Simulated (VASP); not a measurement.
# Tl12F (a cell with a defect) in VASP: further runs

Runs on Tl12F (a cell with a defect). Level: LDA. Tasks: single point.

Program: VASP 6.6.1. These are calculated values, not measurements. Logs are shortened: lines on timing, memory, paths and dates and some standing lists are left out, and cuts for length are marked.

**1. The cell of the first run**

The cell holds a defect, 13 atoms: a = 6.920 Å, b = 10.380 Å, c = 5.533 Å, α = 90.00°, β = 90.00°, γ = 120.00°.

**2. Single point, LDA**

File INCAR:

```
SYSTEM = Tl12F
PREC = Accurate ; ENCUT = 520
EDIFF = 1E-6 ; ISMEAR = -1
SIGMA = 0.05 ; LREAL = .False.
LASPH = .True. ; NELM = 120
ALGO = Normal ; ISIF = 2
LWAVE = .False. ; LCHARG = .False.
GGA = CA ; NBANDS = 94
GGA_COMPAT = .False.
```

File KPOINTS:

```
regular mesh
0
Gamma
  3 2 3
  0 0 0
```

File POSCAR:

```
Tl12F
1.0
    6.9200000000      0.0000000000      0.0000000000
   -5.1900000000      8.9893440000      0.0000000000
    0.0000000000      0.0000000000      5.5325400000
Tl F
12 1
Direct
   -0.0126682174      0.0293903537      0.0290463331
   -0.1089616803      0.1593998405      0.5072715245
   -0.1733214609      0.2544345839      0.0828552527
    0.2191144334      0.4814589363      0.5117902446
    0.0763992044      0.6845438332      0.0852592119
    0.1007333332      0.8768159278      0.5781069816
    0.3647615610     -0.0280443156      0.0198462189
    0.4295248925      0.2726227854      0.4892327936
    0.5587704968      0.4005186585     -0.0327336088
    0.7412839506      0.6260857299      0.4641087096
    0.5835974244      0.6745653520      0.0200811924
    0.6047382097      0.8593619290      0.5289794561
    0.8951612728      0.4919491344      0.8030669457
```

Potentials or basis: VASP PAW LDA potentials, release 64 (Tl_d, F).

Command:

```console
cat potpaw_LDA.64/Tl_d/POTCAR potpaw_LDA.64/F/POTCAR > POTCAR
mpirun -np 1 vasp_std > vasp.out
```

OUTCAR:

```text
SYSTEM = Tl12F
   PREC = Accurate
   ENCUT = 520
   EDIFF = 1E-6
   ISMEAR = -1
   LREAL = .False.
   LASPH = .True.
   NELM = 120
   ISIF = 2
   GGA = CA

 ion  position               nearest neighbor table
   1  0.987  0.029  0.029-   7 2.96   3 3.06   2 3.19   6 3.25  11 3.33   2 3.39  12 3.62  12 3.62
                             6 3.69   8 3.81   9 3.92   5 3.94   7 4.04   8 4.11
   2  0.891  0.159  0.507-   3 2.67  12 2.73   4 2.96   1 3.19   8 3.30   1 3.39   3 3.43   6 3.89
                             8 3.92
   3  0.827  0.254  0.083-   2 2.67  13 2.74   9 2.99   1 3.06   7 3.09   2 3.43   4 3.49   8 3.63
                             5 3.90   4 4.06
   4  0.219  0.481  0.512-  13 2.81   2 2.96  10 3.16   8 3.16  12 3.47   3 3.49  11 3.57   5 3.62
                            11 3.64   9 3.82   3 4.06
   5  0.076  0.685  0.085-  13 2.35   7 2.66  10 2.95   6 3.33   9 3.37  11 3.38   6 3.40  11 3.58
                             4 3.62   3 3.90   1 3.94  12 4.01  10 4.02
   6  0.101  0.877  0.578-  10 2.62   7 2.91   1 3.25   5 3.33  12 3.36   5 3.40   7 3.47  12 3.59
                             8 3.60   1 3.69   2 3.89  11 3.96
   7  0.365  0.972  0.020-   5 2.66   6 2.91   1 2.96   3 3.09   6 3.47  12 3.67  12 3.74   8 3.91
                             9 3.96   1 4.04  11 4.06
   8  0.430  0.273  0.489-   9 2.89   9 3.12   4 3.16  10 3.20   2 3.30   6 3.60   3 3.63   1 3.81
                             7 3.91   2 3.92   1 4.11
   9  0.559  0.401  0.967-  13 2.22  11 2.78   8 2.89   3 2.99   8 3.12   5 3.37  10 3.42  10 3.45
                             4 3.82   1 3.92   7 3.96
  10  0.741  0.626  0.464-   6 2.62  11 2.83  13 2.84   5 2.95  12 3.03   4 3.16   8 3.20  11 3.38
                             9 3.42   9 3.45   5 4.02
  11  0.584  0.675  0.020-   9 2.78  10 2.83  12 3.29   1 3.33  12 3.37   5 3.38  10 3.38   4 3.57
                             5 3.58   4 3.64   6 3.96   7 4.06
  12  0.605  0.859  0.529-   2 2.73  10 3.03  11 3.29   6 3.36  11 3.37   4 3.47   6 3.59   1 3.62
                             1 3.62   7 3.67   7 3.74   5 4.01
  13  0.895  0.492  0.803-   9 2.22   5 2.35   3 2.74   4 2.81  10 2.84

  LATTYP: Found a simple monoclinic cell.
 ALAT       =     6.9200000000
 B/A-ratio  =     0.7995000000
 C/A-ratio  =     1.3228756993
 COS(beta)  =    -0.1889822302

  Lattice vectors:

 A1 = (   6.9200000000,   0.0000000000,   0.0000000000)
 A2 = (   0.0000000000,   0.0000000000,   5.5325400000)
 A3 = (  -1.7300000000,  -8.9893440000,   0.0000000000)

Analysis of symmetry for initial positions (statically):
=====================================================================
 Subroutine PRICEL returns:
 Original cell was already a primitive cell.

 Routine SETGRP: Setting up the symmetry group for a
 simple monoclinic supercell.

 Subroutine GETGRP returns: Found  1 space group operations
 (whereof  1 operations were pure point group operations)
 out of a pool of  4 trial point group operations.

The static configuration has the point symmetry C_1 .

Analysis of symmetry for dynamics (positions and initial velocities):
=====================================================================
 Subroutine PRICEL returns:
 Original cell was already a primitive cell.

 Routine SETGRP: Setting up the symmetry group for a
 simple monoclinic supercell.

 Subroutine GETGRP returns: Found  1 space group operations
 (whereof  1 operations were pure point group operations)
 out of a pool of  4 trial point group operations.

The dynamic configuration has the point symmetry C_1 .

 Subroutine INISYM returns: Found  1 space group operations
 (whereof  1 operations are pure point group operations),
 and found     1 'primitive' translations

----------------------------------------------------------------------------------------

                                     Primitive cell

  volume of cell :     344.1586

  direct lattice vectors                    reciprocal lattice vectors
     6.920000000  0.000000000  0.000000000     0.144508671  0.083432117  0.000000000
    -5.190000000  8.989344000  0.000000000     0.000000000  0.111242823  0.000000000
     0.000000000  0.000000000  5.532540000     0.000000000  0.000000000  0.180748806

[... 69 lines left out ...]
|                                                                             |
|     Results are often still useful ...                                      |
|                                                                             |
 -----------------------------------------------------------------------------

 Subroutine IBZKPT returns following result:
 ===========================================

 Found     10 irreducible k-points:

 Following reciprocal coordinates:
            Coordinates               Weight
  0.000000  0.000000  0.000000      1.000000
  0.333333  0.000000  0.000000      2.000000
  0.000000  0.500000  0.000000      1.000000
  0.333333  0.500000  0.000000      2.000000
  0.000000  0.000000  0.333333      2.000000
  0.333333  0.000000  0.333333      2.000000
 -0.333333  0.000000  0.333333      2.000000
  0.000000  0.500000  0.333333      2.000000
  0.333333  0.500000  0.333333      2.000000
 -0.333333  0.500000  0.333333      2.000000
   k-points           NKPTS =     10   k-points in BZ     NKDIM =     10   number of bands    NBANDS=     94
   number of dos      NEDOS =    301   number of ions     NIONS =     13
   total plane-waves  NPLWV = 181440
   dimension x,y,z NGX =    54 NGY =   80 NGZ =   42
   dimension x,y,z NGXF=   108 NGYF=  160 NGZF=   84
   ions per type =              12   1
   NGX,Y,Z   is equivalent  to a cutoff of  12.97, 12.81, 12.62 a.u.
   NGXF,Y,Z  is equivalent  to a cutoff of  25.95, 25.63, 25.24 a.u.
 SYSTEM =  Tl12F
   PREC   = accura    normal or accurate (medium, high low for compatibility)
   ISTART =      0    job   : 0-new  1-cont  2-samecut
   ICHARG =      2    charge: 1-file 2-atom 10-const
   ISPIN  =      1    spin polarized calculation?
   LNONCOLLINEAR =      F non collinear calculations
   LSORBIT =      F    spin-orbit coupling
   LASPH  =      T    aspherical Exc in radial PAW
   ENCUT  =  520.0 eV  38.22 Ry    6.18 a.u.  12.87 19.30 10.29*2*pi/ulx,y,z
   NELM   =    120;   NELMIN=  2; NELMDL= -5     # of ELM steps
   EDIFF  = 0.1E-05   stopping-criterion for ELM
   LREAL  =      F    real-space projection
   EDIFFG = 0.1E-04   stopping-criterion for IOM
   NSW    =      0    number of steps for IOM
   IBRION =     -1    ionic relax: 0-MD 1-quasi-New 2-CG
   NFREE  =      0    steps in history (QN), initial steepest desc. (CG)
   ISIF   =      2    stress and relaxation
   ISYM   =      2    0-nonsym 1-usesym 2-fastsym
   POTIM  = 0.5000    time-step for ionic-motion
   TEBEG  =    0.0;   TEEND  =   0.0 temperature during run
   PSTRESS=    0.0 pullay stress
   NELECT =     163.0000    total number of electrons
   NUPDOWN=      -1.0000    fix difference up-down
   EMIN   =  10.00;   EMAX   =-10.00  energy-range for DOS
   EFERMI =   0.00;   METHOD = LEGACY
   ISMEAR =    -1;   SIGMA  =   0.05  broadening in eV -4-tet -1-fermi 0-gaus
   EFERMI_NEDOS =   21; number of points for ismear=-14 and -15
   IALGO  =     38    algorithm
   IMIX   =      4    mixing-type and parameters
     AMIX     =   0.40;   BMIX     =  1.00
     AMIX_MAG =   1.60;   BMIX_MAG =  1.00
  volume/ion in A,a.u.               =      26.47       178.65
  Fermi-wavevector in a.u.,A,eV,Ry     =   1.276099  2.411478 22.156128  1.628429
  Thomas-Fermi vector in A             =   2.408774
   LORBIT       =      0    0 simple, 1 ext, 2 COOP (PROOUT), +10 PAW based schemes
   GGA     = CA    functional components
   LHFCALC =     F    Hartree Fock is set to
   AEXX    =    0.0000 exact exchange contribution
   IVDW    =     0    specifies the selected vdW correction
   LEPSILON=     F    determine dielectric tensor
   LRPA    =     F    only Hartree local field effects (RPA)
 non-spin polarized calculation
  energy-cutoff  :      520.00
  volume of cell :      344.16
 maximum number of plane-waves:      9300
 NGX is ok and might be reduce to    54
   NGX = 25   NGY = 39   NGZ = 21

 number of electron     163.0000005 magnetization

 Free energy of the ion-electron system (eV)
  ---------------------------------------------------
  ext. energy  EPLUGINS =         0.00000000
  ---------------------------------------------------
  free energy    TOTEN  =       -36.76207354 eV

  energy without entropy =      -36.72215558  energy(sigma->0) =      -36.74211456

 E-fermi :   6.5768     XC(G=0): -10.5237

 val. band max:        6.5621938821   @ k =   0.0000   0.5000   0.0000
 cond. band min:       6.6362142754   @ k =   0.3333   0.0000   0.0000
 fundamental gap:      0.0740203934
 Fermi energy:         6.5768409634

 k-point     1 :       0.0000    0.0000    0.0000
  band No.  band energies     occupation
      1     -16.9942      2.00000
      2      -6.4805      2.00000
      3      -6.2729      2.00000
      4      -6.1989      2.00000
      5      -6.1124      2.00000
      6      -6.0935      2.00000
[... 949 lines left out ...]
     92       9.6950      0.00000
     93      10.0865      0.00000
 [bands above 93 left out]

------------------------ aborting loop because EDIFF is reached ----------------------------------------

  FORCE on cell =-STRESS in cart. coord.  units (eV):
  Direction    XX          YY          ZZ          XY          YZ          ZX
  --------------------------------------------------------------------------------------
  -------------------------------------------------------------------------------------
  Total        8.8858831     19.5498564      8.7576861      2.5092343      1.2785598      2.8515921
  in kB       41.3668564     91.0113374     40.7700554     11.6813528      5.9521379     13.2751466
  external PRESSURE =      57.7160831 kB  Pullay stress =       0.0000000 kB

 VOLUME and BASIS-vectors are now :
 -----------------------------------------------------------------------------
  energy-cutoff  :      520.00
  volume of cell :      344.16
      direct lattice vectors                 reciprocal lattice vectors
     6.920000000  0.000000000  0.000000000     0.144508671  0.083432117  0.000000000
    -5.190000000  8.989344000  0.000000000     0.000000000  0.111242823  0.000000000
     0.000000000  0.000000000  5.532540000     0.000000000  0.000000000  0.180748806

 POSITION                                       TOTAL-FORCE (eV/Angst)
 -----------------------------------------------------------------------------------
      6.67980      0.26420      0.16070        -0.287623     -0.037378     -0.044101
      5.33870      1.43290      2.80650         0.588232      0.339926      1.848977
      4.40010      2.28720      0.45840        -0.431133      0.558942     -1.483964
     -0.98250      4.32800      2.83150        -0.552113      0.661477      0.062610
     -3.02410      6.15360      0.47170         0.744322     -1.454388      0.314200
     -3.85360      7.88200      3.19840         1.066338      1.949652      0.017827
     -2.52030      8.73724      0.10980         1.186348      1.938487      0.186198
      1.55740      2.45070      2.70670         0.290480     -0.909442     -0.433079
      1.78800      3.60040      5.35144        -0.941650     -1.423452      0.625198
      1.88030      5.62810      2.56770        -0.276636     -2.079372      0.593436
      0.53750      6.06390      0.11110        -1.356978      1.216734     -0.922326
     -0.27530      7.72510      2.92660        -1.044688     -0.990651      0.159248
      3.64130      4.42230      4.44300         1.015100      0.229464     -0.924225
 -----------------------------------------------------------------------------------
    total drift:                                0.000141      0.000303      0.000068

  FREE ENERGIE OF THE ION-ELECTRON SYSTEM (eV)
  ---------------------------------------------------
  free  energy   TOTEN  =       -36.7620735372 eV

  energy  without entropy=      -36.7221555801  energy(sigma->0) =      -36.74211456
```

Run time: 4.8 min. Hardware: 1 thread of Intel Xeon 6975P-C (Granite Rapids), shared host; peak memory 0.46 GiB.

Results:

```
Free energy            : -36.7621 eV
Pressure               : 5.8 GPa
Largest force          : 2.280 eV/Å
Band gap on the k mesh : zero (an odd number of electrons rules out a gap without spin polarisation)
```

Forces on the atoms (eV/Å):
```
Tl  -0.288 -0.037 -0.044
Tl   0.588  0.340  1.849
Tl  -0.431  0.559 -1.484
Tl  -0.552  0.661  0.063
Tl   0.744 -1.454  0.314
Tl   1.066  1.950  0.018
Tl   1.186  1.938  0.186
Tl   0.290 -0.909 -0.433
Tl  -0.942 -1.423  0.625
Tl  -0.277 -2.079  0.593
Tl  -1.357  1.217 -0.922
Tl  -1.045 -0.991  0.159
F    1.015  0.229 -0.924
```

Stress tensor (GPa, compression positive):
```
4.14 1.17 1.33
1.17 9.10 0.60
1.33 0.60 4.08
```

Levels at points of the mesh, in eV from the Fermi level:
```
           k point  band 78  band 79  band 80  band 81  band 82  band 83  band 84  band 85  band 86  band 87
(0.00, 0.00, 0.00)    -1.48    -1.02    -0.79    -0.63    -0.24     0.11     0.22     0.43     0.94     0.98
(0.00, 0.50, 0.00)    -1.89    -1.77    -0.99    -0.42    -0.25    -0.01     0.35     0.59     0.85     1.04
```

Caveat: the k points lie up to 0.38 Å⁻¹ apart, too coarse for converged energies and pressures of a metal; the atoms stand as in a frame of molecular dynamics; spin-orbit coupling is left out, which moves the levels of the heavy elements; an odd number of electrons without spin polarisation forces a metal; a magnetic or distorted state may lie lower.

**3. Single point, LDA**

File INCAR:

```
SYSTEM = Tl12F
PREC     = Accurate       ! precision mode
ENCUT    = 520            ! plane-wave cutoff, eV
EDIFF    = 1E-6           ! SCF threshold, eV
ISMEAR   = -1             ! smearing method
SIGMA    = 0.05           ! smearing width, eV
LREAL    = .False.        ! projectors in reciprocal space
LASPH    = .True.         ! aspherical terms in the spheres
NELM     = 120            ! most SCF steps
ALGO     = Normal         ! electronic algorithm
ISIF     = 2              ! what is computed and relaxed
LWAVE    = .False.        ! write WAVECAR
LCHARG   = .False.        ! write CHGCAR
NBANDS   = 94             ! bands
GGA_COMPAT= .False.
```

KPOINTS is that of step 2.

File POSCAR:

```
Tl12F
1.0
    6.9200000000      0.0000000000      0.0000000000
   -5.1900000000      8.9893440000      0.0000000000
    0.0000000000      0.0000000000      5.5325400000
Tl F
12 1
Direct
   -0.0658405578     -0.0043384701      0.0338904012
   -0.1144121822      0.1558511945      0.5472170106
   -0.1801015460      0.2707316574     -0.0397285876
    0.2245442223      0.4586986548      0.5014514129
    0.1158956744      0.6475333461      0.1418878128
    0.1525557561      0.8687063261      0.6007186573
    0.4087847176     -0.0466107427      0.0619426159
    0.5069032329      0.2216513241      0.5133989090
    0.4661584960      0.3489242374      0.0935013574
    0.7215212842      0.5740129647      0.5680573480
    0.5836447210      0.6576341944     -0.0326613093
    0.6165390339      0.8363680375      0.5251114316
    1.1714938089      0.6547085082      0.6474783734
```

Potentials or basis: VASP PAW LDA potentials, release 64 (Tl_d, F).

Command:

```console
cat potpaw_LDA.64/Tl_d/POTCAR potpaw_LDA.64/F/POTCAR > POTCAR
mpirun -np 1 vasp_std > vasp.out
```

It took 3.4 min on 1 thread of Intel Xeon 6975P-C (Granite Rapids), shared host; peak memory 0.46 GiB.

The run converged. Its results:

```
Free energy            : -37.9056 eV
Pressure               : 3.9 GPa
Largest force          : 2.008 eV/Å
Band gap on the k mesh : zero (an odd number of electrons rules out a gap without spin polarisation)
```

Forces on the atoms (eV/Å):
```
Tl   0.331  0.178  0.217
Tl   0.740 -0.648 -1.311
Tl   0.013  0.743  1.522
Tl   0.179  0.135 -0.199
Tl  -0.384 -1.064 -0.216
Tl  -0.632  0.984 -0.473
Tl   0.171  1.009  0.273
Tl  -0.173 -0.538  0.841
Tl  -0.592  0.079 -1.066
Tl   1.135 -0.687 -1.216
Tl  -0.780  0.509  1.778
Tl  -0.199 -0.265 -0.523
F    0.191 -0.437  0.373
```

Stress tensor (GPa, compression positive):
```
 2.60 -0.84 -0.55
-0.84  5.45  0.00
-0.55  0.00  3.60
```

Levels at points of the mesh, in eV from the Fermi level:
| k point | band 79 | band 80 | band 81 | band 82 | band 83 | band 84 | band 85 | band 86 |
| --- | --- | --- | --- | --- | --- | --- | --- | --- |
| (0.00, 0.00, 0.00) | -0.96 | -0.72 | -0.54 | -0.24 | 0.32 | 0.57 | 0.65 | 0.94 |
| (0.00, 0.50, 0.00) | -1.11 | -0.89 | -0.33 | -0.08 | 0.25 | 0.55 | 0.61 | 1.04 |

Caveat: the k points lie up to 0.38 Å⁻¹ apart, too coarse for converged energies and pressures of a metal; the atoms stand as in a frame of molecular dynamics; spin-orbit coupling is left out, which moves the levels of the heavy elements; an odd number of electrons without spin polarisation forces a metal; a magnetic or distorted state may lie lower.

The gap in the log of VASP goes by the Fermi energy; the results here count the filled bands.